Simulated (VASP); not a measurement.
Wanted: the native input for a VASP 6.6.1 run.

| Property | Result |
| --- | --- |
| Task | single point |
| Functional | PBE |
| Potentials or basis | VASP PAW PBE potentials, release 64 (Cu, O) |
| Cutoff | 520 eV |
| k mesh | 16 × 16 × 8 |
| Occupations | methfessel-paxton, width 0.01 eV |
| Spin | no spin polarisation |
| Dipole correction | no |
| Further INCAR settings | ALGO = Normal; EDIFF = 1e-06; NBANDS = 25 |

The structure of CuO lies in POSCAR:

```
CuO
1.0
    2.3446500000     -1.7134000000      0.0000000000
    2.3446500000      1.7134000000      0.0000000000
   -0.8605500000      0.0000000000      5.0594400000
Cu O
2 2
Direct
    0.0032000000      0.4968000000      0.0000000000
    0.4968000000      0.0032000000      0.5000000000
    0.5714000000      0.4056000000      0.2537000000
    0.4056000000      0.5714000000      0.7537000000
```

These files were run (other wordings do the same):

INCAR

```
PREC = Accurate
ENCUT = 520
EDIFF = 1E-6
ISMEAR = 1
SIGMA = 0.01
LREAL = F
LASPH = T
NELM = 80
ALGO = Normal
ISIF = 2
LWAVE = F
LCHARG = F
GGA = PE
NBANDS = 25
```

KPOINTS

```
Automatic mesh
0
Gamma
  16 16 8
```

Potentials or basis: VASP PAW PBE potentials, release 64 (Cu, O).

Launch:

```bash
$ cat potpaw_PBE.64/Cu/POTCAR potpaw_PBE.64/O/POTCAR > POTCAR
$ mpirun -np 1 vasp_std > vasp.out
```

It gave:

| Property | Result |
| --- | --- |
| Pressure | 6.4 GPa |
| Largest force | 0.787 eV/Å |
| Band gap on the k mesh | zero (bands 17 and 18 overlap by 0.72 eV) |

Caveat: the cell stands under pressure; semilocal functionals often make such compounds metallic where correlation or magnetic order opens a gap, which also shifts bond lengths.

It took 2.9 min on 1 thread of Intel(R) Xeon(R) 6975P-C (Granite Rapids), on a shared host, peak memory 0.54 GiB.
